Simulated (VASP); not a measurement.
Input of a VASP 6.6.1 run:

The input INCAR:

```
ALGO = Normal
EDIFF = 1E-7
EDIFFG = -0.005
ENCUT = 600
GGA = PE
IBRION = 2
ISIF = 3
ISMEAR = 0
IVDW = 12
LASPH = True
LCHARG = False
LREAL = False
LWAVE = False
NELM = 60
NSW = 70
PREC = Accurate
SIGMA = 0.1
```

Contents of KPOINTS:

```
k-points
0
Gamma
  12 12 12
```

File POSCAR:

```
Hg
1.0
    2.1071215123      1.2165471723      1.9192242354
   -2.1071215123      1.2165471723      1.9192242354
    0.0000000000     -2.4330943447      1.9192242354
Hg
1
Direct
    0.0000000000      0.0000000000      0.0000000000
```

Potentials or basis: VASP PAW PBE potentials, release 64 (Hg).

Run with:

```sh
$ cat potpaw_PBE.64/Hg/POTCAR > POTCAR
$ mpirun -np 1 vasp_std > vasp.out
```

Estimate the band gap on the k mesh.

zero (bands 6 and 7 overlap by 2.60 eV).

What does it give for the relaxed volume?

25.37 Å³/atom.

Final structure:
```
Hg
1.0
     1.79771    1.03791    2.26657
    -1.79771    1.03791    2.26657
     0.00000   -2.07582    2.26657
Hg
1
Direct
  0.00000 0.00000 0.00000
```

Caveat: spin-orbit coupling is left out, which moves the levels of the heavy elements.
